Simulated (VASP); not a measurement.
# TiAl5 (P6/mmm) in VASP: a series of runs, part 2 of 2

VASP 6.6.1. The steps go on from the part before.

## (3) Single point, PBE

This run uses another cell than the first one, of 17.41 Å³/atom, 1.076 times its volume.

INCAR

```
ALGO = Normal
EDIFF = 1E-6
ENCUT = 520
GGA = PE
ISIF = 2
ISMEAR = 0
LASPH = T
LCHARG = F
LREAL = F
LWAVE = F
NBANDS = 22
NELM = 60
PREC = Accurate
SIGMA = 0.1
```

KPOINTS

```
k-points
0
Gamma
  6 6 4
```

POSCAR

```
TiAl5
1.0
    5.2386391611      0.0000000000      0.0000000000
   -2.6193195805      4.5367945947      0.0000000000
    0.0000000000      0.0000000000      4.3945139555
Ti Al
1 5
Direct
    0.0000000000      0.0000000000      0.0000000000
    0.5000000000      0.0000000000      0.5000000000
    0.5000000000      0.5000000000      0.5000000000
    0.0000000000      0.5000000000      0.5000000000
    0.3333333333      0.6666666667      0.0000000000
    0.6666666667      0.3333333333      0.0000000000
```

Potentials or basis: VASP PAW PBE potentials, release 64 (Ti_sv, Al).

Command:

```bash
$ cat potpaw_PBE.64/Ti_sv/POTCAR potpaw_PBE.64/Al/POTCAR > POTCAR
$ mpirun -np 1 vasp_std > vasp.out
```

OUTCAR:

```text
EDIFF = 1E-6
   ENCUT = 520
   GGA = PE
   ISIF = 2
   ISMEAR = 0
   LASPH = T
   LREAL = F
   NELM = 60
   PREC = Accurate

 ion  position               nearest neighbor table
   1  0.000  0.000  0.000-   5 3.02   6 3.02   5 3.02   6 3.02   6 3.02   5 3.02
   2  0.500  0.000  0.500-   3 2.62   3 2.62   4 2.62   4 2.62   5 2.67   6 2.67   5 2.67   6 2.67

   3  0.500  0.500  0.500-   2 2.62   2 2.62   4 2.62   4 2.62   5 2.67   6 2.67   5 2.67   6 2.67

   4  0.000  0.500  0.500-   2 2.62   2 2.62   3 2.62   3 2.62   5 2.67   6 2.67   5 2.67   6 2.67

   5  0.333  0.667  0.000-   2 2.67   2 2.67   4 2.67   4 2.67   3 2.67   3 2.67   6 3.02   1 3.02
                             6 3.02   1 3.02   1 3.02   6 3.02
   6  0.667  0.333  0.000-   2 2.67   2 2.67   4 2.67   4 2.67   3 2.67   3 2.67   5 3.02   1 3.02
                             5 3.02   1 3.02   1 3.02   5 3.02

  LATTYP: Found a hexagonal cell.
 ALAT       =     5.2386391611
 C/A-ratio  =     0.8388655566

  Lattice vectors:

 A1 = (   5.2386391611,   0.0000000000,   0.0000000000)
 A2 = (  -2.6193195805,   4.5367945947,   0.0000000000)
 A3 = (   0.0000000000,   0.0000000000,   4.3945139555)

Analysis of symmetry for initial positions (statically):
=====================================================================
 Subroutine PRICEL returns:
 Original cell was already a primitive cell.

 Routine SETGRP: Setting up the symmetry group for a
 hexagonal supercell.

 Subroutine GETGRP returns: Found 24 space group operations
 (whereof 24 operations were pure point group operations)
 out of a pool of 24 trial point group operations.

The static configuration has the point symmetry D_6h.

Analysis of symmetry for dynamics (positions and initial velocities):
=====================================================================
 Subroutine PRICEL returns:
 Original cell was already a primitive cell.

[... 132 lines left out ...]
  volume/ion in A,a.u.               =      17.41       117.47
  Fermi-wavevector in a.u.,A,eV,Ry     =   1.042885  1.970768 14.797833  1.087610
  Thomas-Fermi vector in A             =   2.177570
   LORBIT       =      0    0 simple, 1 ext, 2 COOP (PROOUT), +10 PAW based schemes
   GGA     = PE    functional components
   LHFCALC =     F    Hartree Fock is set to
   AEXX    =    0.0000 exact exchange contribution
   IVDW    =     0    specifies the selected vdW correction
   LEPSILON=     F    determine dielectric tensor
   LRPA    =     F    only Hartree local field effects (RPA)
 non-spin polarized calculation
 Gauss-broadening in eV      SIGMA  =   0.10
  energy-cutoff  :      520.00
  volume of cell :      104.44
 maximum number of plane-waves:      2830
 NGX is ok and might be reduce to    40
   NGX = 19   NGY = 19   NGZ = 17

 number of electron      27.0000005 magnetization

 Free energy of the ion-electron system (eV)
  ---------------------------------------------------
  ext. energy  EPLUGINS =         0.00000000
  ---------------------------------------------------
  free energy    TOTEN  =       -25.80708650 eV

  energy without entropy =      -25.77617363  energy(sigma->0) =      -25.79163007

 E-fermi :   7.5149     XC(G=0): -10.1749

 val. band max:        7.5136415183   @ k =   0.3333   0.0000   0.5000
 cond. band min:       7.5192149267   @ k =   0.1667   0.0000   0.2500
 fundamental gap:      0.0055734084
 Fermi energy:         7.5149210412

 k-point     1 :       0.0000    0.0000    0.0000
  band No.  band energies     occupation
      1     -49.9196      2.00000
      2     -26.3584      2.00000
      3     -26.0629      2.00000
      4     -26.0629      2.00000
      5      -3.1437      2.00000
      6       2.0470      2.00000
[... 514 lines left out ...]
     21      10.3036      0.00000
     22      12.5901      0.00000

------------------------ aborting loop because EDIFF is reached ----------------------------------------

  FORCE on cell =-STRESS in cart. coord.  units (eV):
  Direction    XX          YY          ZZ          XY          YZ          ZX
  --------------------------------------------------------------------------------------
  -------------------------------------------------------------------------------------
  Total        0.0773545      0.0773545      0.0871199      0.0000000     -0.0000000     -0.0000000
  in kB        1.1866359      1.1866359      1.3364399      0.0000000     -0.0000000     -0.0000000
  external PRESSURE =       1.2365706 kB  Pullay stress =       0.0000000 kB

 VOLUME and BASIS-vectors are now :
 -----------------------------------------------------------------------------
  energy-cutoff  :      520.00
  volume of cell :      104.44
      direct lattice vectors                 reciprocal lattice vectors
     5.238639161  0.000000000  0.000000000     0.190889269  0.110209971  0.000000000
    -2.619319581  4.536794595  0.000000000     0.000000000  0.220419942  0.000000000
     0.000000000  0.000000000  4.394513955     0.000000000  0.000000000  0.227556451

 POSITION                                       TOTAL-FORCE (eV/Angst)
 -----------------------------------------------------------------------------------
      0.00000      0.00000      0.00000        -0.000000      0.000000      0.000000
      2.61932      0.00000      2.19726         0.000000      0.000000      0.000000
      1.30966      2.26840      2.19726         0.000000      0.000000      0.000000
     -1.30966      2.26840      2.19726        -0.000000      0.000000      0.000000
     -0.00000      3.02453      0.00000        -0.000000      0.000000      0.000000
      2.61932      1.51226      0.00000         0.000000      0.000000      0.000000
 -----------------------------------------------------------------------------------
    total drift:                                0.000000     -0.000000      0.000000

  FREE ENERGIE OF THE ION-ELECTRON SYSTEM (eV)
  ---------------------------------------------------
  free  energy   TOTEN  =       -25.8070864990 eV

  energy  without entropy=      -25.7761736324  energy(sigma->0) =      -25.79163007
```

OSZICAR:

```text
N       E                     dE             d eps       ncg     rms          rms(c)
DAV:   1     0.135852946913E+03    0.13585E+03   -0.10933E+04   924   0.108E+03
DAV:   2    -0.194601475827E+02   -0.15531E+03   -0.14978E+03   974   0.265E+02
DAV:   3    -0.303085373454E+02   -0.10848E+02   -0.10496E+02  1582   0.621E+01
DAV:   4    -0.305985627859E+02   -0.29003E+00   -0.28849E+00  1186   0.873E+00
DAV:   5    -0.306095854798E+02   -0.11023E-01   -0.11020E-01  1406   0.186E+00    0.119E+01
DAV:   6    -0.321676095207E+02   -0.15580E+01   -0.45545E+01  1236   0.370E+01    0.264E+01
DAV:   7    -0.269911404774E+02    0.51765E+01   -0.94399E+01  1240   0.478E+01    0.703E+00
DAV:   8    -0.258891531593E+02    0.11020E+01   -0.24439E+00  1194   0.995E+00    0.216E+00
DAV:   9    -0.258098027113E+02    0.79350E-01   -0.36791E-01  1366   0.359E+00    0.566E-01
DAV:  10    -0.258140420583E+02   -0.42393E-02   -0.55894E-02  1338   0.132E+00    0.808E-01
DAV:  11    -0.258073455916E+02    0.66965E-02   -0.22455E-02  1200   0.965E-01    0.188E-01
DAV:  12    -0.258074160545E+02   -0.70463E-04   -0.16894E-03  1072   0.203E-01    0.179E-01
DAV:  13    -0.258071554136E+02    0.26064E-03   -0.25792E-03  1220   0.330E-01    0.682E-02
DAV:  14    -0.258070858314E+02    0.69582E-04   -0.32474E-04  1230   0.111E-01    0.137E-02
DAV:  15    -0.258070888000E+02   -0.29686E-05   -0.81907E-06  1216   0.163E-02    0.125E-02
DAV:  16    -0.258070867212E+02    0.20788E-05   -0.41292E-06   986   0.133E-02    0.339E-03
DAV:  17    -0.258070864990E+02    0.22218E-06   -0.83330E-07   584   0.541E-03
   1 F= -.25807086E+02 E0= -.25791630E+02  d E =-.309129E-01
```

stdout:

```text
POSCAR found type information on POSCAR TiAl
 POSCAR found :  2 types and       6 ions
 scaLAPACK will be used
 LDA part: xc-table for (Slater+PW92), standard interpolation
 POSCAR, INCAR and KPOINTS ok, starting setup
 FFT: planning ... GRIDC
 FFT: planning ... GRID_SOFT
 FFT: planning ... GRID
 WAVECAR not read
 entering main loop
```

Run time: 26 s. Hardware: 1 thread of Intel Xeon 6975P-C (Granite Rapids), shared host; peak memory 0.24 GiB.

What came out:

```
Free energy : -25.8071 eV
Pressure    : 0.1 GPa
```

## (4) Relaxation of cell and atoms, PBE

INCAR

```
ALGO = Normal ; EDIFF = 1E-6
EDIFFG = -0.04 ; ENCUT = 600
GGA = PE ; IBRION = 2
ISIF = 3 ; ISMEAR = 0
LASPH = T ; LCHARG = F
LREAL = F ; LWAVE = F
NELM = 60 ; NSW = 90
PREC = Accurate ; SIGMA = 0.1
```

KPOINTS is that of step 3.

POSCAR

```
TiAl5
1.0
    5.1003406200      0.0000000000      0.0000000000
   -2.5501703100      4.4170245400      0.0000000000
    0.0000000000      0.0000000000      4.3104518200
Ti Al
1 5
Direct
    0.0000000000      0.0000000000      0.0000000000
    0.5000000000      0.0000000000      0.5000000000
    0.5000000000      0.5000000000      0.5000000000
    0.0000000000      0.5000000000      0.5000000000
    0.3333333300      0.6666666700      0.0000000000
    0.6666666700      0.3333333300      0.0000000000
```

Command:

```bash
$ cat potpaw_PBE.64/Ti_sv/POTCAR potpaw_PBE.64/Al/POTCAR > POTCAR
$ mpirun -np 1 vasp_std > vasp.out
```

Run time: 94 s. Hardware: 1 thread of Intel Xeon 6975P-C (Granite Rapids), shared host; peak memory 0.26 GiB.

Results (log left out):

| Item | Value |
| --- | --- |
| Free energy | -25.8067 eV |
| Relaxed volume | 17.45 Å³/atom |
| Relaxed cell | a = 5.242 Å, b = 5.242 Å, c = 4.401 Å, α = 90.00°, β = 90.00°, γ = 120.00° |
| Space group after relaxing (to 0.05 Å) | P6/mmm (No. 191) |
| Energy gained by relaxing | 26.6 meV/atom |
| Ionic steps | 5 |
| Pressure after relaxing | -0.1 GPa |

Stress tensor (GPa, compression positive):
```
-0.06  0.00  0.00
 0.00 -0.06  0.00
 0.00  0.00 -0.20
```

Step by step:
```
step  energy change (eV)  largest force (eV/Å)  pressure (GPa)  volume (Å³)
   1              0.0000                0.0000            7.25        97.11
   2             -0.1356                0.0000           -2.36       107.77
   3             -0.1591                0.0000            0.00       104.58
   4             -0.1591                0.0000           -0.11       104.73
   5             -0.1596                0.0000           -0.11       104.72
```

Final structure:
```yaml
crystal:
  lattice:
    - [5.24168, 0.00000, 0.00000]
    - [-2.62084, 4.53942, 0.00000]
    - [0.00000, 0.00000, 4.40120]
  atoms:
    - { symbol: Ti, position: [0.00000, 0.00000, 0.00000] }
    - { symbol: Al, position: [0.50000, 0.00000, 0.50000] }
    - { symbol: Al, position: [0.50000, 0.50000, 0.50000] }
    - { symbol: Al, position: [0.00000, 0.50000, 0.50000] }
    - { symbol: Al, position: [0.33333, 0.66667, 0.00000] }
    - { symbol: Al, position: [0.66667, 0.33333, 0.00000] }
```

Levels at points of the mesh, in eV from the Fermi level:
```csv
k point,band 12,band 13,band 14,band 15,band 16,band 17
"(0.00, 0.00, 0.00)",-2.30,-0.38,0.25,0.25,1.07,1.40
"(0.50, 0.00, 0.00)",-1.44,-0.53,-0.18,0.11,1.35,1.55
"(0.00, 0.00, 0.50)",-1.96,-1.86,-1.86,0.27,0.27,0.78
"(0.50, 0.00, 0.50)",-1.79,-0.06,0.45,0.88,1.31,1.57
```

Caveat: the k points lie up to 0.36 Å⁻¹ apart in the final cell.

## (5) Single point, PBE, collinear spin, ferromagnetic start

This run uses another cell than the first one, of 17.41 Å³/atom, 1.076 times its volume.

INCAR

```
SYSTEM = TiAl5
PREC = Accurate
ENCUT = 520
EDIFF = 1E-7
ISMEAR = 0
SIGMA = 0.1
LREAL = .False.
LASPH = .True.
NELM = 150
ALGO = Fast
ISIF = 2
LWAVE = .False.
LCHARG = .False.
ISPIN = 2
MAGMOM = 1 0 0 0 0 0
LORBIT = 11
LMAXMIX = 4
GGA = PE
NBANDS = 26
```

KPOINTS

```
regular mesh
0
Gamma
  6 6 4
  0 0 0
```

POSCAR

```
TiAl5
1.0
    5.2386391611      0.0000000000      0.0000000000
   -2.6193195805      4.5367945947      0.0000000000
    0.0000000000      0.0000000000      4.3945139555
Ti Al
1 5
Direct
    0.0000000000      0.0000000000      0.0000000000
    0.5000000000      0.0000000000      0.5000000000
    0.5000000000      0.5000000000      0.5000000000
    0.0000000000      0.5000000000      0.5000000000
    0.3333333333      0.6666666667      0.0000000000
    0.6666666667      0.3333333333      0.0000000000
```

Command:

```bash
$ cat potpaw_PBE.64/Ti_sv/POTCAR potpaw_PBE.64/Al/POTCAR > POTCAR
$ mpirun -np 1 vasp_std > vasp.out
```

It took 90 s on 1 thread of Intel Xeon 6975P-C (Granite Rapids), shared host; peak memory 0.31 GiB.

Results (log left out):

- Free energy: -25.8344 eV
- Pressure: 0.6 GPa
- Net moment: 1.26 μB per cell
- Site moments: Ti +0.91; Al -0.01, +0.00 μB
- Valence electrons inside the program's atomic spheres: Ti 10.04; Al 0.81, 0.80

Levels at points of the mesh, in eV from the Fermi level:
Spin up:
```tsv
k point	band 11	band 12	band 13	band 14	band 15	band 16	band 17	band 18
(0.00, 0.00, 0.00)	-2.38	-2.38	-0.58	-0.04	-0.04	1.04	1.11	1.11
(0.50, 0.00, 0.00)	-1.62	-1.48	-0.79	-0.43	-0.17	1.07	1.52	1.79
(0.00, 0.00, 0.50)	-2.08	-2.08	-1.87	-1.87	0.11	0.11	0.49	1.19
(0.50, 0.00, 0.50)	-3.01	-1.99	-0.38	0.18	0.58	1.06	1.27	2.57
```
Spin down:
```tsv
k point	band 11	band 12	band 13	band 14	band 15	band 16
(0.00, 0.00, 0.00)	-2.27	-2.27	-0.08	0.73	0.73	1.04
(0.50, 0.00, 0.00)	-1.43	-1.33	-0.27	0.15	0.52	1.54
(0.00, 0.00, 0.50)	-1.89	-1.89	-1.84	-1.84	0.37	0.37
(0.50, 0.00, 0.50)	-2.93	-1.63	0.30	0.85	1.46	1.77
```

## (6) Summary

```csv
task,spin,cell,cutoff (eV),gap on the mesh (eV),pressure (GPa)
single point,off,"a = 5.100, b = 5.100, c = 4.310 Å, angles 90.0, 90.0, 120.0°, 6 atoms",520,none,7.2
single point,off,"a = 5.239, b = 5.239, c = 4.395 Å, angles 90.0, 90.0, 120.0°, 6 atoms",520,none,0.1
relaxation of cell and atoms,off,"relaxed from a = 5.100, b = 5.100, c = 4.310 Å, angles 90.0, 90.0, 120.0°, 6 atoms",600,none,-0.1
single point,"collinear, ferromagnetic start","a = 5.239, b = 5.239, c = 4.395 Å, angles 90.0, 90.0, 120.0°, 6 atoms",520,none,0.6
```

Alike in all rows: level PBE; potentials or basis VASP PAW PBE potentials, release 64 (Ti_sv, Al); k mesh 6 × 6 × 4; smearing gaussian 0.1 eV.

Caveats: some runs use coarse meshes.

Total energies depend on the potentials used, so only differences within one code and one set of settings carry meaning.
